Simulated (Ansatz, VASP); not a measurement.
This is a calculation of Ge for VASP 6.6.1.

INCAR

```
SYSTEM = Ge
AGGAC = 1.0
AGGAX = 1.0
ALDAC = 0.0
ALDAX = 1.0
ALGO = Normal
EDIFF = 1E-6
EDIFFG = -0.01
ENCUT = 600
GGA = B5
IBRION = 2
ISIF = 3
ISMEAR = -1
LASPH = .True.
LCHARG = .False.
LREAL = .False.
LWAVE = .False.
NELM = 60
NSW = 60
PREC = Accurate
SIGMA = 0.05
```

Contents of KPOINTS:

```
k-points
0
Gamma
  8 8 4
  0 0 0
```

File POSCAR:

```
Ge
1.0
    3.9975858431      0.0000000000      0.0000000000
   -1.9987929216      3.4620108940      0.0000000000
    0.0000000000      0.0000000000      6.5993779500
Ge
4
Direct
    0.3333333333      0.6666666667      0.9370987500
    0.6666666667      0.3333333333      0.4370987500
    0.3333333333      0.6666666667      0.5629012500
    0.6666666667      0.3333333333      0.0629012500
```

Potentials or basis: VASP PAW PBE potentials, release 64 (Ge_d).

Command:

```sh
$ cat potpaw_PBE.64/Ge_d/POTCAR > POTCAR
$ mpirun -np 1 vasp_std > vasp.out
```

Task: Set up the same calculation for Ansatz 0.2.0. Potentials there: Ansatz PAW.

Result: As run (the cutoff follows the program's own potentials):

input.yaml

```yaml
crystal:
  lattice:
    - [3.9975858431, 0.0, 0.0]
    - [-1.9987929216, 3.462010894, 0.0]
    - [0.0, 0.0, 6.59937795]
  atoms:
    - { symbol: Ge, position: [0.3333333333, 0.6666666667, 0.93709875] }
    - { symbol: Ge, position: [0.6666666667, 0.3333333333, 0.43709875] }
    - { symbol: Ge, position: [0.3333333333, 0.6666666667, 0.56290125] }
    - { symbol: Ge, position: [0.6666666667, 0.3333333333, 0.06290125] }
hamiltonian:
  xc: blyp
  pseudopotentials: { kind: paw }
kpoints:
  mp_grid: { grid: [8, 8, 4] }
scf:
  occupations: { method: fermi_dirac, width: 0.05 }
output:
  forces: true
  stress: true
  eigenvalues: true
relax:
  f_tol: 0.01
  max_steps: 40
  cell: { stress_tol: 0.05 }
```

Potentials or basis: Ansatz PAW.

The run is started by

```console
$ ansatz run input.yaml --threads 1 --pin off --max-ram 3584MiB --backend cpu --events-out ev --progress --plain --runs-dir out
```

Both were run:

|  | VASP | Ansatz | Ansatz less VASP |
| --- | --- | --- | --- |
| gap on the k mesh at the Fermi level, each at its own relaxed structure (eV) | none | none | - |
| relaxed volume (Å³/atom) | 25.52 | 25.42 | -0.102 |
| relaxed cell length with the largest relative difference (Å) | 6.835 | 6.824 | -0.0107 |

VASP's potentials were made for PBE, not for BLYP. A gap of «none» marks a metal or a gap that the smearing closes.

Noted on Ansatz's run: the plane-wave basis is chosen anew once the cell has moved, so the energies of steps on either side of that aren't comparable.
